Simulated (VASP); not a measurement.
# BaScO2F (P4/mmm) in VASP: single point with LDA

Aim: the single point of BaScO2F with LDA.

All numbers are computed with VASP 6.6.1; they aren't measurements. Logs are shortened: lines on timing, memory, paths and dates and some standing lists are left out, and cuts for length are marked.

**1. The cell of the first run**

It takes space group P4/mmm (No. 123, tetragonal). The conventional cell has a = 4.207 Å, b = 4.207 Å, c = 4.211 Å, α = 90.00°, β = 90.00°, γ = 90.00°. Within 3.9 Å of Ba (site symmetry 4/mmm) lie 4 F at 2.97 Å and 8 O at 2.98 Å and 8 Sc at 3.64 Å. Within 2.8 Å of Sc (site symmetry 4/mmm) lie 4 O at 2.10 Å and 2 F at 2.11 Å. Within 2.8 Å of O (site symmetry mmm) lie 2 Sc at 2.10 Å. F (site symmetry 4/mmm) has 2 Sc at 2.11 Å within 2.8 Å.

**2. Single point, LDA**

INCAR reads:

```
SYSTEM = BaScO2F
PREC = Accurate ; ENCUT = 520
EDIFF = 1E-6 ; ISMEAR = 0
SIGMA = 0.05 ; LREAL = .FALSE.
LASPH = .TRUE. ; NELM = 100
ALGO = Normal ; ISIF = 2
LWAVE = .FALSE. ; LCHARG = .FALSE.
NBANDS = 28
```

KPOINTS reads:

```
Automatic mesh
0
G
  6 6 6
  0 0 0
```

POSCAR reads:

```
BaScO2F
1.0
    4.2069470000      0.0000000000      0.0000000000
    0.0000000000      4.2069470000      0.0000000000
    0.0000000000      0.0000000000      4.2114130000
Ba Sc O F
1 1 2 1
Direct
    0.5000000000      0.5000000000      0.5000000000
    0.0000000000      0.0000000000      0.0000000000
    0.5000000000      0.0000000000      0.0000000000
    0.0000000000      0.5000000000      0.0000000000
    0.0000000000      0.0000000000      0.5000000000
```

Potentials or basis: VASP PAW LDA potentials, release 64 (Ba_sv, Sc_sv, O, F).

On the command line:

```bash
$ cat potpaw_LDA.64/Ba_sv/POTCAR potpaw_LDA.64/Sc_sv/POTCAR potpaw_LDA.64/O/POTCAR potpaw_LDA.64/F/POTCAR > POTCAR
$ mpirun -np 1 vasp_std > vasp.out
```

OUTCAR:

```text
SYSTEM = BaScO2F
   PREC = Accurate
   ENCUT = 520
   EDIFF = 1E-6
   ISMEAR = 0
   LREAL = .FALSE.
   LASPH = .TRUE.
   NELM = 100
   ISIF = 2

 ion  position               nearest neighbor table
   1  0.500  0.500  0.500-   5 2.97   5 2.97   5 2.97   5 2.97   4 2.98   3 2.98   4 2.98   3 2.98
                             4 2.98   3 2.98   4 2.98   3 2.98   2 3.64   2 3.64   2 3.64   2 3.64
   2  0.000  0.000  0.000-   3 2.10   4 2.10   4 2.10   3 2.10   5 2.11   5 2.11   1 3.64   1 3.64
                             1 3.64   1 3.64   1 3.64   1 3.64   1 3.64   1 3.64
   3  0.500  0.000  0.000-   2 2.10   2 2.10   1 2.98   1 2.98   1 2.98   1 2.98
   4  0.000  0.500  0.000-   2 2.10   2 2.10   1 2.98   1 2.98   1 2.98   1 2.98
   5  0.000  0.000  0.500-   2 2.11   2 2.11   1 2.97   1 2.97   1 2.97   1 2.97

  LATTYP: Found a simple tetragonal cell.
 ALAT       =     4.2069470000
 C/A-ratio  =     1.0010615774

  Lattice vectors:

 A1 = (   4.2069470000,   0.0000000000,   0.0000000000)
 A2 = (   0.0000000000,   4.2069470000,   0.0000000000)
 A3 = (   0.0000000000,   0.0000000000,   4.2114130000)

Analysis of symmetry for initial positions (statically):
=====================================================================
 Subroutine PRICEL returns:
 Original cell was already a primitive cell.

 Routine SETGRP: Setting up the symmetry group for a
 simple tetragonal supercell.

 Subroutine GETGRP returns: Found 16 space group operations
 (whereof 16 operations were pure point group operations)
 out of a pool of 16 trial point group operations.

The static configuration has the point symmetry D_4h.

Analysis of symmetry for dynamics (positions and initial velocities):
=====================================================================
 Subroutine PRICEL returns:
 Original cell was already a primitive cell.

 Routine SETGRP: Setting up the symmetry group for a
 simple tetragonal supercell.

 Subroutine GETGRP returns: Found 16 space group operations
 (whereof 16 operations were pure point group operations)
 out of a pool of 16 trial point group operations.

The dynamic configuration has the point symmetry D_4h.

 Subroutine INISYM returns: Found 16 space group operations
 (whereof 16 operations are pure point group operations),
 and found     1 'primitive' translations

----------------------------------------------------------------------------------------

                                     Primitive cell

  volume of cell :      74.5353

  direct lattice vectors                    reciprocal lattice vectors
     4.206947000  0.000000000  0.000000000     0.237702068  0.000000000  0.000000000
     0.000000000  4.206947000  0.000000000     0.000000000  0.237702068  0.000000000
     0.000000000  0.000000000  4.211413000     0.000000000  0.000000000  0.237449996

  length of vectors
     4.206947000  4.206947000  4.211413000     0.237702068  0.237702068  0.237449996

  position of ions in fractional coordinates (direct lattice)
     0.500000000  0.500000000  0.500000000
     0.000000000  0.000000000  0.000000000
     0.500000000  0.000000000  0.000000000
     0.000000000  0.500000000  0.000000000
     0.000000000  0.000000000  0.500000000

  ion indices of the primitive-cell ions
   primitive index   ion index
                 1           1
                 2           2
                 3           3
                 4           4
                 5           5

----------------------------------------------------------------------------------------

 KPOINTS: Automatic mesh

Automatic generation of k-mesh.
 Grid dimensions read from file:
 generate k-points for:    6    6    6

 Generating k-lattice:

  Cartesian coordinates                     Fractional coordinates (reciprocal lattice)
     0.039617011  0.000000000  0.000000000     0.166666667  0.000000000  0.000000000
     0.000000000  0.039617011  0.000000000     0.000000000  0.166666667  0.000000000
     0.000000000  0.000000000  0.039574999     0.000000000  0.000000000  0.166666667

  Length of vectors
     0.039617011  0.039617011  0.039574999

  Shift w.r.t. Gamma in fractional coordinates (k-lattice)
     0.000000000  0.000000000  0.000000000

 Subroutine IBZKPT returns following result:
 ===========================================

 Found     40 irreducible k-points:

 Following reciprocal coordinates:
            Coordinates               Weight
  0.000000  0.000000  0.000000      1.000000
  0.166667  0.000000  0.000000      4.000000
  0.333333  0.000000  0.000000      4.000000
  0.500000  0.000000  0.000000      2.000000
  0.166667  0.166667  0.000000      4.000000
  0.333333  0.166667  0.000000      8.000000
[... 16 lines left out ...]
  0.333333  0.000000  0.333333      8.000000
  0.500000  0.000000  0.333333      4.000000
 [... further k-points ...]
   k-points           NKPTS =     40   k-points in BZ     NKDIM =     40   number of bands    NBANDS=     28
   number of dos      NEDOS =    301   number of ions     NIONS =      5
   total plane-waves  NPLWV =  32768
   dimension x,y,z NGX =    32 NGY =   32 NGZ =   32
   dimension x,y,z NGXF=    64 NGYF=   64 NGZF=   64
   ions per type =               1   1   2   1
   NGX,Y,Z   is equivalent  to a cutoff of  12.65, 12.65, 12.63 a.u.
   NGXF,Y,Z  is equivalent  to a cutoff of  25.29, 25.29, 25.26 a.u.
 SYSTEM =  BaScO2F
   PREC   = accura    normal or accurate (medium, high low for compatibility)
   ISTART =      0    job   : 0-new  1-cont  2-samecut
   ICHARG =      2    charge: 1-file 2-atom 10-const
   ISPIN  =      1    spin polarized calculation?
   LNONCOLLINEAR =      F non collinear calculations
   LSORBIT =      F    spin-orbit coupling
   LASPH  =      T    aspherical Exc in radial PAW
   ENCUT  =  520.0 eV  38.22 Ry    6.18 a.u.   7.82  7.82  7.83*2*pi/ulx,y,z
   NELM   =    100;   NELMIN=  2; NELMDL= -5     # of ELM steps
   EDIFF  = 0.1E-05   stopping-criterion for ELM
   LREAL  =      F    real-space projection
   EDIFFG = 0.1E-04   stopping-criterion for IOM
   NSW    =      0    number of steps for IOM
   IBRION =     -1    ionic relax: 0-MD 1-quasi-New 2-CG
   NFREE  =      0    steps in history (QN), initial steepest desc. (CG)
   ISIF   =      2    stress and relaxation
   ISYM   =      2    0-nonsym 1-usesym 2-fastsym
   POTIM  = 0.5000    time-step for ionic-motion
   TEBEG  =    0.0;   TEEND  =   0.0 temperature during run
   PSTRESS=    0.0 pullay stress
   NELECT =      40.0000    total number of electrons
   NUPDOWN=      -1.0000    fix difference up-down
   EMIN   =  10.00;   EMAX   =-10.00  energy-range for DOS
   EFERMI =   0.00;   METHOD = LEGACY
   ISMEAR =     0;   SIGMA  =   0.05  broadening in eV -4-tet -1-fermi 0-gaus
   EFERMI_NEDOS =   21; number of points for ismear=-14 and -15
   IALGO  =     38    algorithm
   IMIX   =      4    mixing-type and parameters
     AMIX     =   0.40;   BMIX     =  1.00
     AMIX_MAG =   1.60;   BMIX_MAG =  1.00
  volume/ion in A,a.u.               =      14.91       100.60
  Fermi-wavevector in a.u.,A,eV,Ry     =   1.330375  2.514045 24.080932  1.769899
  Thomas-Fermi vector in A             =   2.459467
   LORBIT       =      0    0 simple, 1 ext, 2 COOP (PROOUT), +10 PAW based schemes
   GGA     = CA    functional components
   LHFCALC =     F    Hartree Fock is set to
   AEXX    =    0.0000 exact exchange contribution
   IVDW    =     0    specifies the selected vdW correction
   LEPSILON=     F    determine dielectric tensor
   LRPA    =     F    only Hartree local field effects (RPA)
 non-spin polarized calculation
 Gauss-broadening in eV      SIGMA  =   0.05
  energy-cutoff  :      520.00
  volume of cell :       74.54
 maximum number of plane-waves:      2024
 NGX is ok and might be reduce to    32
   NGX = 15   NGY = 15   NGZ = 15

 number of electron      39.9999985 magnetization

 Free energy of the ion-electron system (eV)
  ---------------------------------------------------
  ext. energy  EPLUGINS =         0.00000000
  ---------------------------------------------------
  free energy    TOTEN  =       -40.16203291 eV

  energy without entropy =      -40.16203291  energy(sigma->0) =      -40.16203291

 E-fermi :   2.8902     XC(G=0): -10.9091

 val. band max:        2.5570691241   @ k =   0.5000   0.5000   0.5000
 cond. band min:       5.4257514639   @ k =   0.0000   0.0000   0.0000
 fundamental gap:      2.8686823398
 Fermi energy:         2.8901837533

 k-point     1 :       0.0000    0.0000    0.0000
  band No.  band energies     occupation
      1     -44.9038      2.00000
      2     -24.1918      2.00000
      3     -23.8298      2.00000
      4     -23.8298      2.00000
      5     -23.6311      2.00000
      6     -21.2099      2.00000
[... 20 lines left out ...]
     27       7.9043      0.00000
     28       8.3360      0.00000

 k-point     2 :       0.1667    0.0000    0.0000
  band No.  band energies     occupation
      1     -44.9034      2.00000
      2     -24.1910      2.00000
      3     -23.8783      2.00000
      4     -23.8290      2.00000
      5     -23.5869      2.00000
      6     -21.2283      2.00000
[... 20 lines left out ...]
     27       8.1116      0.00000
     28       8.8332      0.00000

 k-point     3 :       0.3333    0.0000    0.0000
  band No.  band energies     occupation
      1     -44.9025      2.00000
      2     -24.1894      2.00000
      3     -23.9532      2.00000
      4     -23.8273      2.00000
      5     -23.5187      2.00000
      6     -21.2667      2.00000
[... 20 lines left out ...]
     27       8.7540      0.00000
     28       9.3470      0.00000

 k-point     4 :       0.5000    0.0000    0.0000
  band No.  band energies     occupation
      1     -44.9021      2.00000
      2     -24.1886      2.00000
      3     -23.9859      2.00000
      4     -23.8265      2.00000
      5     -23.4883      2.00000
      6     -21.2864      2.00000
[... 20 lines left out ...]
     27       9.1518      0.00000
     28       9.1942      0.00000

 k-point     5 :       0.1667    0.1667    0.0000
  band No.  band energies     occupation
      1     -44.9029      2.00000
      2     -24.1902      2.00000
      3     -23.8859      2.00000
      4     -23.8553      2.00000
      5     -23.5597      2.00000
      6     -21.2412      2.00000
[... 20 lines left out ...]
     27       8.5607      0.00000
     28       9.1465      0.00000

 k-point     6 :       0.3333    0.1667    0.0000
  band No.  band energies     occupation
      1     -44.9021      2.00000
      2     -24.1886      2.00000
      3     -23.9428      2.00000
      4     -23.8565      2.00000
      5     -23.5135      2.00000
      6     -21.2683      2.00000
[... 463 lines left out ...]
      5     -23.5343      2.00000
      6     -20.6321      2.00000
[... 20 lines left out ...]
     27       8.6970      0.00000
     28       9.0652      0.00000

 k-point    22 :       0.1667    0.0000    0.3333
  band No.  band energies     occupation
      1     -44.9008      2.00000
      2     -24.5918      2.00000
      3     -23.8577      2.00000
      4     -23.8261      2.00000
      5     -23.5257      2.00000
      6     -20.6439      2.00000
[... 20 lines left out ...]
     27       9.0147      0.00000
     28       9.2065      0.00000

 k-point    23 :       0.3333    0.0000    0.3333
  band No.  band energies     occupation
      1     -44.9000      2.00000
      2     -24.5726      2.00000
      3     -23.9164      2.00000
      4     -23.8246      2.00000
      5     -23.5105      2.00000
      6     -20.6679      2.00000
[... 20 lines left out ...]
     27       9.2945      0.00000
     28       9.4856      0.00000

 k-point    24 :       0.5000    0.0000    0.3333
  band No.  band energies     occupation
      1     -44.8996      2.00000
      2     -24.5629      2.00000
      3     -23.9446      2.00000
      4     -23.8238      2.00000
      5     -23.5035      2.00000
      6     -20.6801      2.00000
[... 20 lines left out ...]
     27       9.6650      0.00000
     28      10.2540      0.00000

 [... further k-points ...]
[... 5 lines left out ...]
  --------------------------------------------------------------------------------------
  -------------------------------------------------------------------------------------
  Total       -3.9450565     -3.9450565     -3.9813073      0.0000000      0.0000000      0.0000000
  in kB      -84.8011794    -84.8011794    -85.5804114      0.0000000      0.0000000      0.0000000
  external PRESSURE =     -85.0609234 kB  Pullay stress =       0.0000000 kB

 VOLUME and BASIS-vectors are now :
 -----------------------------------------------------------------------------
  energy-cutoff  :      520.00
  volume of cell :       74.54
      direct lattice vectors                 reciprocal lattice vectors
     4.206947000  0.000000000  0.000000000     0.237702068  0.000000000  0.000000000
     0.000000000  4.206947000  0.000000000     0.000000000  0.237702068  0.000000000
     0.000000000  0.000000000  4.211413000     0.000000000  0.000000000  0.237449996

 POSITION                                       TOTAL-FORCE (eV/Angst)
 -----------------------------------------------------------------------------------
      2.10347      2.10347      2.10571         0.000000      0.000000      0.000000
      0.00000      0.00000      0.00000         0.000000      0.000000      0.000000
      2.10347      0.00000      0.00000         0.000000      0.000000      0.000000
      0.00000      2.10347      0.00000         0.000000      0.000000      0.000000
      0.00000      0.00000      2.10571         0.000000      0.000000      0.000000
 -----------------------------------------------------------------------------------
    total drift:                                0.000000      0.000000     -0.000000

  FREE ENERGIE OF THE ION-ELECTRON SYSTEM (eV)
  ---------------------------------------------------
  free  energy   TOTEN  =       -40.1620329107 eV

  energy  without entropy=      -40.1620329107  energy(sigma->0) =      -40.16203291
```

It took 30 s on 1 thread of Intel Xeon 6975P-C (Granite Rapids), shared host; peak memory 0.22 GiB.

Results:

```
Free energy            : -40.1620 eV
Pressure               : -8.5 GPa
Band gap on the k mesh : 2.87 eV, indirect (least direct gap 3.25 eV)
```

Stress tensor (GPa, compression positive):
```
-8.48  0.00  0.00
 0.00 -8.48  0.00
 0.00  0.00 -8.56
```

Caveat: spin-orbit coupling is left out, which moves the levels of the heavy elements. LDA gaps usually lie below the measured ones, often by a third to a half.
